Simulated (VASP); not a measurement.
# AlN (P1) in VASP: notebook

AlN is run at these levels: PBEsol; tasks: single point.

Program: VASP 6.6.1. These are calculated values, not measurements. Logs are shortened: lines on timing, memory, paths and dates and some standing lists are left out, and cuts for length are marked.

## 1. The cell of the first run

The typed cell holds 16 atoms: a = 6.198 Å, b = 6.198 Å, c = 6.198 Å, α = 60.00°, β = 60.00°, γ = 60.00°.

## 2. Single point, PBEsol

INCAR reads:

```
  PREC = Accurate
  ENCUT = 520
  EDIFF = 1E-6
  ISMEAR = -1
  SIGMA = 0.0388
  LREAL = Auto
  LASPH = T
  NELM = 100
  ALGO = Normal
  ISIF = 2
  LWAVE = F
  LCHARG = F
  GGA = PS
  NBANDS = 46
```

KPOINTS reads:

```
Automatic mesh
0
Gamma
  2 2 2
  0.5 0.5 0.5
```

POSCAR reads:

```
AlN
1.0
   -4.3824988109      4.3824988109      0.0000000000
   -4.3824988109      0.0000000000      4.3824988109
    0.0000000000      4.3824988109      4.3824988109
Al N
8 8
Direct
   -0.0159897362      0.0120554511     -0.0077510574
    0.5152016230     -0.0048991457     -0.0230807821
    0.0047513989      0.5256770394     -0.0333188910
    0.0156411908      0.0099049656      0.4617086250
    0.4965900948      0.5094909540     -0.0051620094
    0.5032042438     -0.0029403317      0.4964010474
   -0.0024645757      0.5062276331      0.4792596851
    0.4919822213      0.5209684243      0.4979317951
    0.6299684539      0.6266762682      0.1163190276
    0.1041508554      0.6393233908      0.1133015710
    0.6264033645      0.1189572485      0.1241663771
    0.6285719903      0.6319638908      0.6306632630
    0.1392679214      0.1300213701      0.0902506805
    0.1337954727      0.6289958352      0.6055197308
    0.6390784392      0.1259373987      0.6106291446
    0.1213004322      0.1349903390      0.6025284008
```

Potentials or basis: VASP PAW PBE potentials, release 64 (Al, N).

On the command line:

```console
> cat potpaw_PBE.64/Al/POTCAR potpaw_PBE.64/N/POTCAR > POTCAR
> mpirun -np 1 vasp_std > vasp.out
```

OUTCAR:

```text
PREC = Accurate
   ENCUT = 520
   EDIFF = 1E-6
   ISMEAR = -1
   LREAL = Auto
   LASPH = T
   NELM = 100
   ISIF = 2
   GGA = PS

 ion  position               nearest neighbor table
   1  0.984  0.012  0.992-  11 1.81  10 1.89  13 1.89  16 1.97   4 3.01   2 3.01   3 3.03   5 3.05
                             6 3.05   7 3.08   7 3.12   5 3.15   6 3.15   3 3.17   2 3.20   4 3.20
   2  0.515  0.995  0.977-  15 1.85   9 1.87  13 1.90  11 1.94   3 2.97   1 3.01   6 3.01   5 3.01
                             4 3.05   8 3.09   8 3.12   4 3.15   5 3.19   6 3.19   1 3.20   3 3.23
   3  0.005  0.526  0.967-  10 1.83  14 1.83   9 1.90  13 2.00   8 2.96   2 2.97   1 3.03   4 3.07
                             5 3.09   7 3.10   7 3.11   5 3.12   4 3.13   1 3.17   2 3.23   8 3.24
   4  0.016  0.010  0.462-  13 1.88  16 1.88  15 1.91  14 1.93   8 3.00   1 3.01   2 3.05   3 3.07
                             7 3.08   6 3.09   6 3.11   7 3.13   3 3.13   2 3.15   1 3.20   8 3.21
   5  0.497  0.509  0.995-  12 1.84   9 1.88  11 1.98  10 1.99   2 3.01   7 3.05   1 3.05   6 3.06
                             8 3.06   3 3.09   3 3.12   8 3.14   6 3.14   1 3.15   7 3.15   2 3.19
   6  0.503  0.997  0.496-  12 1.85  11 1.88  15 1.92  16 1.94   8 2.98   2 3.01   1 3.05   7 3.05
                             5 3.06   4 3.09   4 3.11   5 3.14   7 3.15   1 3.15   2 3.19   8 3.22
   7  0.998  0.506  0.479-  10 1.85  12 1.88  16 1.88  14 1.95   8 3.03   5 3.05   6 3.05   4 3.08
                             1 3.08   3 3.10   3 3.11   1 3.12   4 3.13   6 3.15   5 3.15   8 3.17
   8  0.492  0.521  0.498-  14 1.82  12 1.93   9 1.93  15 2.00   3 2.96   6 2.98   4 3.00   7 3.03
                             5 3.06   2 3.09   2 3.12   5 3.14   7 3.17   4 3.21   6 3.22   3 3.24
   9  0.630  0.627  0.116-   2 1.87   5 1.88   3 1.90   8 1.93
  10  0.104  0.639  0.113-   3 1.83   7 1.85   1 1.89   5 1.99
  11  0.626  0.119  0.124-   1 1.81   6 1.88   2 1.94   5 1.98
  12  0.629  0.632  0.631-   5 1.84   6 1.85   7 1.88   8 1.93
  13  0.139  0.130  0.090-   4 1.88   1 1.89   2 1.90   3 2.00
  14  0.134  0.629  0.606-   8 1.82   3 1.83   4 1.93   7 1.95
  15  0.639  0.126  0.611-   2 1.85   4 1.91   6 1.92   8 2.00
  16  0.121  0.135  0.603-   7 1.88   4 1.88   6 1.94   1 1.97

  LATTYP: Found a face centered cubic cell.
 ALAT       =     8.7649976218

  Lattice vectors:

 A1 = (  -4.3824988109,   4.3824988109,   0.0000000000)
 A2 = (  -4.3824988109,   0.0000000000,   4.3824988109)
 A3 = (   0.0000000000,   4.3824988109,   4.3824988109)

Analysis of symmetry for initial positions (statically):
=====================================================================
 Subroutine PRICEL returns:
 Original cell was already a primitive cell.

 Routine SETGRP: Setting up the symmetry group for a
 face centered cubic supercell.

 Subroutine GETGRP returns: Found  1 space group operations
 (whereof  1 operations were pure point group operations)
 out of a pool of 48 trial point group operations.

The static configuration has the point symmetry C_1 .

Analysis of symmetry for dynamics (positions and initial velocities):
=====================================================================
 Subroutine PRICEL returns:
 Original cell was already a primitive cell.

 Routine SETGRP: Setting up the symmetry group for a
 face centered cubic supercell.

 Subroutine GETGRP returns: Found  1 space group operations
 (whereof  1 operations were pure point group operations)
 out of a pool of 48 trial point group operations.

The dynamic configuration has the point symmetry C_1 .

 Subroutine INISYM returns: Found  1 space group operations
 (whereof  1 operations are pure point group operations),
 and found     1 'primitive' translations

----------------------------------------------------------------------------------------

                                     Primitive cell

  volume of cell :     168.3431

  direct lattice vectors                    reciprocal lattice vectors
    -4.382498811  4.382498811  0.000000000    -0.114090162  0.114090162 -0.114090162
    -4.382498811  0.000000000  4.382498811    -0.114090162 -0.114090162  0.114090162
     0.000000000  4.382498811  4.382498811     0.114090162  0.114090162  0.114090162

  length of vectors
     6.197789255  6.197789255  6.197789255     0.197609958  0.197609958  0.197609958

  position of ions in fractional coordinates (direct lattice)
     0.984010264  0.012055451  0.992248943
     0.515201623  0.995100854  0.976919218
     0.004751399  0.525677039  0.966681109
     0.015641191  0.009904966  0.461708625
     0.496590095  0.509490954  0.994837991
     0.503204244  0.997059668  0.496401047
[... 8 lines left out ...]
     0.639078439  0.125937399  0.610629145
     0.121300432  0.134990339  0.602528401

  ion indices of the primitive-cell ions
   primitive index   ion index
                 1           1
                 2           2
                 3           3
                 4           4
                 5           5
                 6           6
[... 8 lines left out ...]
                15          15
                16          16

----------------------------------------------------------------------------------------

 KPOINTS: Automatic mesh

Automatic generation of k-mesh.
 Grid dimensions read from file:
 generate k-points for:    2    2    2

 Generating k-lattice:

  Cartesian coordinates                     Fractional coordinates (reciprocal lattice)
    -0.057045081  0.057045081 -0.057045081     0.500000000  0.000000000  0.000000000
    -0.057045081 -0.057045081  0.057045081     0.000000000  0.500000000  0.000000000
     0.057045081  0.057045081  0.057045081     0.000000000  0.000000000  0.500000000

  Length of vectors
     0.098804979  0.098804979  0.098804979

  Shift w.r.t. Gamma in fractional coordinates (k-lattice)
     0.500000000  0.500000000  0.500000000

 Subroutine IBZKPT returns following result:
 ===========================================

 Found     16 irreducible k-points:

 Following reciprocal coordinates:
            Coordinates               Weight
  0.250000  0.250000  0.250000      2.000000
  0.250000  0.000000  0.000000      2.000000
  0.000000  0.000000 -0.250000      2.000000
  0.000000  0.250000  0.000000      2.000000
 -0.250000  0.250000  0.250000      2.000000
  0.250000 -0.250000  0.250000      2.000000
[... 8 lines left out ...]
  0.000000  0.250000  0.500000      2.000000
  0.500000  0.250000  0.000000      2.000000
   k-points           NKPTS =     16   k-points in BZ     NKDIM =     16   number of bands    NBANDS=     46
   number of dos      NEDOS =    301   number of ions     NIONS =     16
   total plane-waves  NPLWV = 110592
   dimension x,y,z NGX =    48 NGY =   48 NGZ =   48
   dimension x,y,z NGXF=    96 NGYF=   96 NGZF=   96
   ions per type =               8   8
   NGX,Y,Z   is equivalent  to a cutoff of  12.88, 12.88, 12.88 a.u.
   NGXF,Y,Z  is equivalent  to a cutoff of  25.75, 25.75, 25.75 a.u.
 SYSTEM =  unknown system
   PREC   = accura    normal or accurate (medium, high low for compatibility)
   ISTART =      0    job   : 0-new  1-cont  2-samecut
   ICHARG =      2    charge: 1-file 2-atom 10-const
   ISPIN  =      1    spin polarized calculation?
   LNONCOLLINEAR =      F non collinear calculations
   LSORBIT =      F    spin-orbit coupling
   LASPH  =      T    aspherical Exc in radial PAW
   ENCUT  =  520.0 eV  38.22 Ry    6.18 a.u.  11.52 11.52 11.52*2*pi/ulx,y,z
   NELM   =    100;   NELMIN=  2; NELMDL= -5     # of ELM steps
   EDIFF  = 0.1E-05   stopping-criterion for ELM
   LREAL  =      T    real-space projection
   EDIFFG = 0.1E-04   stopping-criterion for IOM
   NSW    =      0    number of steps for IOM
   IBRION =     -1    ionic relax: 0-MD 1-quasi-New 2-CG
   NFREE  =      0    steps in history (QN), initial steepest desc. (CG)
   ISIF   =      2    stress and relaxation
   ISYM   =      2    0-nonsym 1-usesym 2-fastsym
   POTIM  = 0.5000    time-step for ionic-motion
   TEBEG  =    0.0;   TEEND  =   0.0 temperature during run
   PSTRESS=    0.0 pullay stress
   NELECT =      64.0000    total number of electrons
   NUPDOWN=      -1.0000    fix difference up-down
   EMIN   =  10.00;   EMAX   =-10.00  energy-range for DOS
   EFERMI =   0.00;   METHOD = LEGACY
   ISMEAR =    -1;   SIGMA  =   0.04  broadening in eV -4-tet -1-fermi 0-gaus
   EFERMI_NEDOS =   21; number of points for ismear=-14 and -15
   IALGO  =     38    algorithm
   IMIX   =      4    mixing-type and parameters
     AMIX     =   0.40;   BMIX     =  1.00
     AMIX_MAG =   1.60;   BMIX_MAG =  1.00
  volume/ion in A,a.u.               =      10.52        71.00
  Fermi-wavevector in a.u.,A,eV,Ry     =   1.185959  2.241138 19.136578  1.406499
  Thomas-Fermi vector in A             =   2.322142
   LORBIT       =      0    0 simple, 1 ext, 2 COOP (PROOUT), +10 PAW based schemes
   GGA     = PS    functional components
   LHFCALC =     F    Hartree Fock is set to
   AEXX    =    0.0000 exact exchange contribution
   IVDW    =     0    specifies the selected vdW correction
   LEPSILON=     F    determine dielectric tensor
   LRPA    =     F    only Hartree local field effects (RPA)
 non-spin polarized calculation
  energy-cutoff  :      520.00
  volume of cell :      168.34
 maximum number of plane-waves:      4537
 NGX is ok and might be reduce to    48
   NGX = 23   NGY = 23   NGZ = 23

 number of electron      64.0000000 magnetization

 Free energy of the ion-electron system (eV)
  ---------------------------------------------------
  ext. energy  EPLUGINS =         0.00000000
  ---------------------------------------------------
  free energy    TOTEN  =      -124.15227460 eV

  energy without entropy =     -124.15227460  energy(sigma->0) =     -124.15227460

 E-fermi :   6.7485     XC(G=0): -11.0864

 val. band max:        5.8320733099   @ k =   0.0000   0.2500   0.0000
 cond. band min:       9.7018535264   @ k =   0.0000   0.2500   0.0000
 fundamental gap:      3.8697802166
 Fermi energy:         6.7485180464

 k-point     1 :       0.2500    0.2500    0.2500
  band No.  band energies     occupation
      1      -8.9314      2.00000
      2      -7.5517      2.00000
      3      -7.1729      2.00000
      4      -7.0529      2.00000
      5      -6.9309      2.00000
      6      -6.5665      2.00000
[... 741 lines left out ...]
     43      15.1790      0.00000
     44      15.4752      0.00000
 [bands above 44 left out]

------------------------ aborting loop because EDIFF is reached ----------------------------------------

  FORCE on cell =-STRESS in cart. coord.  units (eV):
  Direction    XX          YY          ZZ          XY          YZ          ZX
  --------------------------------------------------------------------------------------
  -------------------------------------------------------------------------------------
  Total        0.4953127      0.2569600      0.1721860     -0.2973255      0.6672975      1.6923775
  in kB        4.7140550      2.4455732      1.6387511     -2.8297449      6.3508914     16.1069167
  external PRESSURE =       2.9327931 kB  Pullay stress =       0.0000000 kB

 VOLUME and BASIS-vectors are now :
 -----------------------------------------------------------------------------
  energy-cutoff  :      520.00
  volume of cell :      168.34
      direct lattice vectors                 reciprocal lattice vectors
    -4.382498811  4.382498811  0.000000000    -0.114090162  0.114090162 -0.114090162
    -4.382498811  0.000000000  4.382498811    -0.114090162 -0.114090162  0.114090162
     0.000000000  4.382498811  4.382498811     0.114090162  0.114090162  0.114090162

 POSITION                                       TOTAL-FORCE (eV/Angst)
 -----------------------------------------------------------------------------------
     -4.36526      8.66095      4.40136        -1.407792      0.181511     -1.069412
     -6.61890      6.53922      8.64238        -0.145335     -0.185729      1.099147
     -2.32460      4.25730      6.54026         1.996621      0.709216     -0.531107
     -0.11196      2.09199      2.06685         0.410519     -0.056024      0.674932
     -4.40915      6.53618      6.59272         1.104076      0.546297      0.128175
     -6.57490      4.38077      6.54509        -0.667422     -0.677301      1.054149
[... 8 lines left out ...]
     -3.35268      5.47684      3.22800        -0.405570     -0.810363      0.065144
     -1.12319      3.17218      3.23218         0.025913      0.850957      0.028881
 -----------------------------------------------------------------------------------
    total drift:                               -0.003129      0.010186      0.000981

  FREE ENERGIE OF THE ION-ELECTRON SYSTEM (eV)
  ---------------------------------------------------
  free  energy   TOTEN  =      -124.1522746000 eV

  energy  without entropy=     -124.1522745999  energy(sigma->0) =     -124.15227460
```

It took 4.1 min on 1 thread of Intel Xeon Platinum 8259CL at 2.50GHz (Skylake/Cascade Lake), shared host; peak memory 0.34 GiB.

Results:

* Free energy: -124.1523 eV
* Pressure: 0.3 GPa
* Largest force: 2.326 eV/Å
* Band gap on the k mesh: 3.87 eV

Forces in eV/Å, atoms in the order of the input:
```
Al  -1.408  0.182 -1.069
Al  -0.145 -0.186  1.099
Al   1.997  0.709 -0.531
Al   0.411 -0.056  0.675
Al   1.104  0.546  0.128
Al  -0.667 -0.677  1.054
Al  -0.043  0.952  0.301
Al  -0.133  1.012 -2.090
N    0.232  0.097  0.162
N   -1.320  1.103 -0.458
N    0.066 -1.385  0.725
N    0.591 -0.875 -0.815
N   -0.169 -0.191  0.629
N   -0.136 -1.270  0.096
N   -0.406 -0.810  0.065
N    0.026  0.851  0.029
```

Levels at points of the mesh, in eV from the valence-band top:
```csv
k point,band 28,band 29,band 30,band 31,band 32,band 33,band 34,band 35,band 36,band 37
"(0.25, 0.25, 0.25)",-0.65,-0.46,-0.42,-0.09,0.00,3.87,3.96,4.10,4.89,6.86
```

Caveat: the k points lie up to 0.62 Å⁻¹ apart; the atoms stand as in a frame of molecular dynamics; the PAW data sets were made with another functional, which shifts forces and pressure a little; a shifted mesh leaves out Γ, where band edges can lie.

## 3. Single point, PBEsol

INCAR reads:

```
ALGO = Normal
EDIFF = 1E-7
ENCUT = 520
GGA = PS
ISIF = 2
ISMEAR = -1
LASPH = T
LCHARG = F
LREAL = Auto
LWAVE = F
NBANDS = 46
NELM = 100
PREC = Accurate
SIGMA = 0.0388
```

KPOINTS is that of step 2.

POSCAR reads:

```
AlN
1.0
   -4.3824988109      4.3824988109      0.0000000000
   -4.3824988109      0.0000000000      4.3824988109
    0.0000000000      4.3824988109      4.3824988109
Al N
8 8
Direct
    0.0048341143     -0.0212646949      0.0021053058
    0.4901440006     -0.0054830591     -0.0161395366
    0.0306362890      0.4819429716     -0.0136795245
    0.0124640079     -0.0296416509      0.5079219861
    0.5179728730      0.4567742255      0.0109345152
    0.5052834229     -0.0415514089      0.5084704175
    0.0094050225      0.4728787364      0.4963667063
    0.5231097826      0.4875957969      0.4739134201
    0.6518188876      0.5993134541      0.1132494318
    0.1425116188      0.6050420352      0.1209446991
    0.6349398186      0.0924518220      0.1291856597
    0.6330204798      0.6010964552      0.6213095810
    0.1300784152      0.1113105835      0.1246342609
    0.1390117890      0.5939937721      0.6113523621
    0.6352871091      0.0949335112      0.6286151164
    0.1346914227      0.1065775532      0.6364209371
```

Potentials or basis: VASP PAW PBE potentials, release 64 (Al, N).

On the command line:

```console
> cat potpaw_PBE.64/Al/POTCAR potpaw_PBE.64/N/POTCAR > POTCAR
> mpirun -np 1 vasp_std > vasp.out
```

Wall time 5.5 min (1 thread of Intel Xeon Platinum 8259CL at 2.50GHz (Skylake/Cascade Lake), shared host); peak memory 0.34 GiB.

The run converged. Its results:

| Item | Value |
| --- | --- |
| Free energy | -124.1494 eV |
| Pressure | 0.2 GPa |
| Largest force | 2.650 eV/Å |
| Band gap on the k mesh | 3.86 eV |

Forces on the atoms (eV/Å):
```
Al   0.035  0.566  0.393
Al   0.078  2.618 -0.400
Al   0.890 -0.904  0.173
Al  -0.042 -0.645  0.010
Al  -1.217 -0.720  0.385
Al  -1.735 -0.227  0.900
Al  -0.249 -0.239  0.269
Al   1.653  0.667  0.061
N   -0.234 -1.006 -0.014
N    0.125  0.153 -0.213
N    0.616 -0.290 -0.057
N    0.818  0.957 -0.489
N    0.737  0.143  0.163
N   -1.217  0.755  0.832
N   -1.028 -1.120 -0.636
N    0.769 -0.709 -1.376
```

Stress tensor (GPa, compression positive):
```
-0.03  1.22  0.63
 1.22 -0.03 -0.48
 0.63 -0.48  0.71
```

Levels at points of the mesh, in eV from the valence-band top:
| k point | band 30 | band 31 | band 32 | band 33 | band 34 | band 35 |
| --- | --- | --- | --- | --- | --- | --- |
| (0.25, 0.25, 0.25) | -0.52 | -0.16 | 0.00 | 3.86 | 3.91 | 4.00 |

Caveat: the k points lie up to 0.62 Å⁻¹ apart; the atoms stand as in a frame of molecular dynamics; the PAW data sets were made with another functional, which shifts forces and pressure a little; a shifted mesh leaves out Γ, where band edges can lie. A k mesh can miss the band edges.
